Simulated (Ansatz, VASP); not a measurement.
## HfSi2 in VASP and in Ansatz

```
Hf Si
1.0
     1.84127   -7.29600    0.00000
     1.84127    7.29600    0.00000
     0.00000    0.00000    3.65979
Hf Si
2 4
Direct
  0.89454 0.10546 0.75000
  0.10546 0.89454 0.25000
  0.55428 0.44572 0.75000
  0.44572 0.55428 0.25000
  0.25028 0.74972 0.75000
  0.74972 0.25028 0.25000
```

Alike in both runs: functional PBE; k mesh 10 × 10 × 10; occupations gaussian, width 0.1 eV; no spin polarisation.

Ansatz relaxed the structure, and its values are those at the end. VASP's run is a single point on that final structure, the one shown.

|  | VASP | Ansatz |
| --- | --- | --- |
| version | VASP 6.6.1 | Ansatz 0.2.0 |
| potentials or method | VASP PAW PBE potentials, release 64 (Hf_pv, Si), cutoff 500 eV | scalar-relativistic, plane waves, PAW |
| valence electrons in the cell | 36 | 68 |

|  | VASP | Ansatz | Ansatz less VASP |
| --- | --- | --- | --- |
| gap on the k mesh at the Fermi level (eV) | none | none | - |
| pressure (GPa) | 0.0 | 0.0 | +0.02 |
| rms of the force components (eV/Å) | 0.008 | 0.002 | -0.0066 |

A gap of «none» marks a metal or a gap that the smearing closes. The functional is the same, so the differences come from potentials, cutoffs and numerics. VASP's potentials hold 36 valence electrons a cell and Ansatz's 68, so a difference there can come from the potentials and not from the codes.

Spin-orbit coupling is off throughout.
